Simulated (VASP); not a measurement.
# C (R-3m) in VASP: notebook, part 2 of 3

VASP 6.6.1.

## (3) G0W0 quasiparticle levels, PBE

This run uses another cell than the first one, of 5.75 Å³/atom.

Input file POSCAR:

```
C
1.0
   -0.0129763838      1.7849490001      1.7849490001
    1.7849490001     -0.0129763838      1.7849490001
    1.7849490001      1.7849490001     -0.0129763838
C
2
Direct
   -0.0000464490     -0.0000464490     -0.0000464490
    0.2500464490      0.2500464490      0.2500464490
```

Input file INCAR.step1:

```
SYSTEM = C
  PREC = Accurate
  ENCUT = 500
  EDIFF = 1E-8
  ISMEAR = 0
  SIGMA = 0.01
  LREAL = .FALSE.
  LASPH = .TRUE.
  NELM = 80
  ALGO = Normal
  LWAVE = .TRUE.
  LCHARG = .FALSE.
  GGA = PE
```

Input file INCAR.step2:

```
SYSTEM = C
  PREC = Accurate
  ENCUT = 500
  EDIFF = 1E-8
  ISMEAR = 0
  SIGMA = 0.01
  LREAL = .FALSE.
  LASPH = .TRUE.
  NELM = 1
  ALGO = Exact
  LWAVE = .TRUE.
  LCHARG = .FALSE.
  GGA = PE
  NBANDS = 51
  LOPTICS = .TRUE.
  ISTART = 1
```

Input file INCAR.step3:

```
SYSTEM = C
  PREC = Accurate
  ENCUT = 500
  EDIFF = 1E-8
  ISMEAR = 0
  SIGMA = 0.01
  LREAL = .FALSE.
  LASPH = .TRUE.
  ALGO = EVGW0
  LWAVE = .FALSE.
  LCHARG = .FALSE.
  GGA = PE
  NELMGW = 1
  NBANDS = 51
  ENCUTGW = 150.0
  NOMEGA = 96
  PRECFOCK = Fast
  ISTART = 1
  NBANDSGW = 12
  OMEGAMAX = 20
```

Input file KPOINTS:

```
regular mesh
0
G
  6 6 6
  0 0 0
```

Potentials or basis: VASP PAW PBE potentials, release 64 (C_GW).

Started as:

```sh
cat potpaw_PBE.64/C_GW/POTCAR > POTCAR
cp INCAR.step1 INCAR
mpirun -np 1 vasp_std > vasp.out
cp INCAR.step2 INCAR
mpirun -np 1 vasp_std > vasp.out
cp INCAR.step3 INCAR
mpirun -np 1 vasp_std > vasp.out
```

OUTCAR:

```text
SYSTEM = C
   PREC = Accurate
   ENCUT = 500
   EDIFF = 1E-8
   ISMEAR = 0
   LREAL = .FALSE.
   LASPH = .TRUE.
   GGA = PE
   NELMGW = 1
   ENCUTGW = 150.0
   PRECFOCK = Fast
   ISTART = 1

 ion  position               nearest neighbor table
   1  1.000  1.000  1.000-   2 1.54   2 1.55   2 1.55   2 1.55
   2  0.250  0.250  0.250-   1 1.54   1 1.55   1 1.55   1 1.55

  LATTYP: Found a trigonal (rhomboedric) cell.
 ALAT       =     2.5243324370
 COS(alpha) =     0.4927170891

  Lattice vectors:

 A1 = (  -0.0129763838,   1.7849490001,   1.7849490001)
 A2 = (   1.7849490001,  -0.0129763838,   1.7849490001)
 A3 = (   1.7849490001,   1.7849490001,  -0.0129763838)

Analysis of symmetry for initial positions (statically):
=====================================================================
 Subroutine PRICEL returns:
 Original cell was already a primitive cell.

 Routine SETGRP: Setting up the symmetry group for a
 trigonal (rhombohedral) supercell.

 Subroutine GETGRP returns: Found 12 space group operations
 (whereof  6 operations were pure point group operations)
 out of a pool of 12 trial point group operations.

The static configuration has the point symmetry C_3v.
 The point group associated with its full space group is D_3d.

Analysis of symmetry for dynamics (positions and initial velocities):
=====================================================================
 Subroutine PRICEL returns:
 Original cell was already a primitive cell.

 Routine SETGRP: Setting up the symmetry group for a
 trigonal (rhombohedral) supercell.

 Subroutine GETGRP returns: Found 12 space group operations
 (whereof  6 operations were pure point group operations)
 out of a pool of 12 trial point group operations.

The dynamic configuration has the point symmetry C_3v.
 The point group associated with its full space group is D_3d.

 Subroutine INISYM returns: Found 12 space group operations
 (whereof  6 operations are pure point group operations),
 and found     1 'primitive' translations

----------------------------------------------------------------------------------------

                                     Primitive cell

  volume of cell :      11.4979

  direct lattice vectors                    reciprocal lattice vectors
    -0.012976384  1.784949000  1.784949000    -0.277083744  0.279112864  0.279112864
     1.784949000 -0.012976384  1.784949000     0.279112864 -0.277083744  0.279112864
     1.784949000  1.784949000 -0.012976384     0.279112864  0.279112864 -0.277083744

  length of vectors
     2.524332437  2.524332437  2.524332437     0.482268994  0.482268994  0.482268994

  position of ions in fractional coordinates (direct lattice)
     0.999953551  0.999953551  0.999953551
     0.250046449  0.250046449  0.250046449

  ion indices of the primitive-cell ions
   primitive index   ion index
[... 26 lines left out ...]

 Found     32 irreducible k-points:

 Following reciprocal coordinates:
            Coordinates               Weight
  0.000000  0.000000  0.000000      1.000000
  0.166667  0.000000 -0.000000      6.000000
  0.333333  0.000000  0.000000      6.000000
  0.500000 -0.000000 -0.000000      3.000000
  0.166667  0.166667 -0.000000      6.000000
  0.333333  0.166667 -0.000000     12.000000
[... 16 lines left out ...]
  0.500000  0.500000  0.166667      6.000000
 -0.333333  0.500000  0.166667     12.000000
 [... further k-points ...]
   k-points           NKPTS =     32   k-points in BZ     NKDIM =    216   number of bands    NBANDS=     51
   number of dos      NEDOS =    301   number of ions     NIONS =      2
   total plane-waves  NPLWV =   5832
   dimension x,y,z NGX =    18 NGY =   18 NGZ =   18
   dimension x,y,z NGXF=    36 NGYF=   36 NGZF=   36
   ions per type =               2
   NGX,Y,Z   is equivalent  to a cutoff of  11.85, 11.85, 11.85 a.u.
   NGXF,Y,Z  is equivalent  to a cutoff of  23.71, 23.71, 23.71 a.u.
 SYSTEM =  C
   PREC   = accura    normal or accurate (medium, high low for compatibility)
   ISTART =      1    job   : 0-new  1-cont  2-samecut
   ICHARG =      0    charge: 1-file 2-atom 10-const
   ISPIN  =      1    spin polarized calculation?
   LNONCOLLINEAR =      F non collinear calculations
   LSORBIT =      F    spin-orbit coupling
   LASPH  =      T    aspherical Exc in radial PAW
   ENCUT  =  500.0 eV  36.75 Ry    6.06 a.u.   4.60  4.60  4.60*2*pi/ulx,y,z
   NELM   =     60;   NELMIN=  2; NELMDL=  0     # of ELM steps
   EDIFF  = 0.1E-07   stopping-criterion for ELM
   LREAL  =      F    real-space projection
   EDIFFG = 0.1E-06   stopping-criterion for IOM
   NSW    =      0    number of steps for IOM
   IBRION =     -1    ionic relax: 0-MD 1-quasi-New 2-CG
   NFREE  =      0    steps in history (QN), initial steepest desc. (CG)
   ISIF   =      0    stress and relaxation
   ISYM   =      3    0-nonsym 1-usesym 2-fastsym
   POTIM  = 0.5000    time-step for ionic-motion
   TEBEG  =    0.0;   TEEND  =   0.0 temperature during run
   PSTRESS=    0.0 pullay stress
   NELECT =       8.0000    total number of electrons
   NUPDOWN=      -1.0000    fix difference up-down
   EMIN   =  10.00;   EMAX   =-10.00  energy-range for DOS
   EFERMI =   0.00;   METHOD = LEGACY
   ISMEAR =     0;   SIGMA  =   0.01  broadening in eV -4-tet -1-fermi 0-gaus
   EFERMI_NEDOS =   21; number of points for ismear=-14 and -15
   IALGO  =     38    algorithm
   IMIX   =      4    mixing-type and parameters
     AMIX     =   0.40;   BMIX     =  1.00
     AMIX_MAG =   1.60;   BMIX_MAG =  1.00
  volume/ion in A,a.u.               =       5.75        38.80
  Fermi-wavevector in a.u.,A,eV,Ry     =   1.450660  2.741350 28.632294  2.104414
  Thomas-Fermi vector in A             =   2.568246
   LORBIT       =      0    0 simple, 1 ext, 2 COOP (PROOUT), +10 PAW based schemes
   GGA     = PE    functional components
   LHFCALC =     T    Hartree Fock is set to
   PRECFOCK=fast      Normal, Fast or Accurate (Low or Medium for compatibility)
   ENCUT4O =  -1.0   cutoff for four orbital integrals eV
   NKREDX  =     1    reduce k-point grid by
   NKREDY  =     1    reduce k-point grid by
   NKREDZ  =     1    reduce k-point grid by
   AEXX    =    1.0000 exact exchange contribution
   HFSCREEN=    0.0000 screening length (either q_TF or 0.3 A-1)
   HFSCREENC=   0.0000 screening length for correlation (either q_TF or 0.3 A-1)
   ENCUTFOCK=  -1.0 apply spherical cutoff to Coloumb kernel
   IVDW    =     0    specifies the selected vdW correction
   LEPSILON=     F    determine dielectric tensor
   LRPA    =     F    only Hartree local field effects (RPA)
   LRPAFORCE           =     F    calculate RPA forces
   ENCUTGW             = 150.0    cutoff for response function in eV
   ENCUTGWSOFT         = 120.0    soft cutoff for Coulomb kernel in GW response function in eV
   ENCUTLF             =  -1.0    cutoff for local field effects
   NELMGW              =     1    number of iterations in solving QP/BSE equation
   NELMHF              =     1    number of iterations in the inner HF iteration
   NKREDLFX            =     1    NKREDLFY  =   1   NKREDLFZ  =   1
 non-spin polarized calculation
 Gauss-broadening in eV      SIGMA  =   0.01
  energy-cutoff  :      500.00
  volume of cell :       11.50
 maximum number of plane-waves:       302
  NGX = 12; NGY = 12; NGZ = 12
   NGX =  9   NGY =  9   NGZ =  9
 maximum number of plane-waves:        59
 NGX is ok and might be reduce to    10

 QP shifts <psi_nk| G(iteration)W_0 |psi_nk>: iteration 1
 for sc-GW calculations column KS-energies equals QP-energies in previous step
 and V_xc(KS)=  KS-energies - (<T + V_ion + V_H > + <T+V_H+V_ion>^1  + <V_x>^1)

 k-point   1 :       0.0000    0.0000    0.0000
  band No.  KS-energies  QP-energies   sigma(KS)   V_xc(KS)     V^pw_x(r,r')   Z            occupation Imag(sigma)

      1     -11.7252     -13.2814     -16.7340     -14.7310     -25.3355       0.7769       2.0000       1.2786
      2       9.5655       9.0471     -17.3474     -16.7208     -19.0852       0.8273       2.0000       0.0212
      3       9.5655       9.0471     -17.3474     -16.7208     -19.0852       0.8273       2.0000       0.0212
      4       9.5776       9.0600     -17.4137     -16.7878     -19.2050       0.8269       2.0000       0.0226
      5      15.0199      16.1677     -14.0728     -15.4641      -9.2992       0.8249       0.0000      -0.0383
      6      15.0199      16.1677     -14.0728     -15.4641      -9.2992       0.8249       0.0000      -0.0383
      7      15.3247      16.4947     -14.0759     -15.4940      -9.2336       0.8251       0.0000      -0.0391
      8      22.5948      23.6837     -14.9510     -16.3634      -7.8273       0.7709       0.0000      -0.0966
      9      28.6955      29.0341     -11.3756     -11.7936      -4.3010       0.8103       0.0000      -0.2743
     10      35.9618      37.0057     -12.5333     -13.8108      -5.8600       0.8172       0.0000      -0.4788
     11      35.9618      37.0057     -12.5333     -13.8108      -5.8600       0.8172       0.0000      -0.4788
     12      36.8913      37.4222     -10.8197     -11.4551      -3.2412       0.8354       0.0000      -0.9319
[... 356 lines left out ...]
      1      -2.6478      -3.8885     -17.4186     -15.7569     -23.3457       0.7466       2.0000       0.2243
      2      -2.4962      -3.7359     -17.3785     -15.7204     -23.2538       0.7476       2.0000       0.2180
      3       1.8270       0.7741     -16.3709     -15.0388     -20.1430       0.7905       2.0000       0.0572
      4       1.9010       0.8483     -16.4069     -15.0768     -20.1851       0.7915       2.0000       0.0567
      5      17.5711      18.4750     -13.0875     -14.1873      -7.6005       0.8218       0.0000      -0.0485
      6      17.8859      18.7996     -13.1156     -14.2279      -7.5954       0.8215       0.0000      -0.0493
      7      23.7464      25.1430     -14.3316     -16.1514      -6.9498       0.7675       0.0000      -0.1228
      8      24.0634      25.4717     -14.3899     -16.2312      -6.9411       0.7649       0.0000      -0.1271
      9      30.9972      32.1767     -13.6571     -15.1634      -5.4591       0.7831       0.0000      -0.4539
     10      31.1069      32.2968     -13.6819     -15.2020      -5.4643       0.7828       0.0000      -0.4594
     11      39.9057      40.7576     -12.2325     -13.3077      -4.2270       0.7923       0.0000      -0.8909
     12      40.1629      41.0189     -12.2413     -13.3207      -4.2217       0.7931       0.0000      -0.9099

 [... further k-points ...]
```

Wall time 4.1 min (1 thread of AMD EPYC 7R43 (Zen 3), shared host); peak memory 0.2 GiB.

Results:

```
Quasiparticle gap                                   : 5.37 eV
Least direct quasiparticle gap                      : 7.11 eV
Band gap of the starting levels on the mesh         : 4.11 eV
Least direct gap of the starting levels on the mesh : 5.44 eV
```

Caveat: the k points lie up to 0.51 Å⁻¹ apart; the cutoff is under 1.25 times the usual one of these potentials, so pressure, stress and relaxed cells hold a basis-set (Pulay) error; bands, screening cutoff and mesh are small and nothing is extrapolated, so the quasiparticle values aren't converged.

(Part 2 of 3 ends here.)
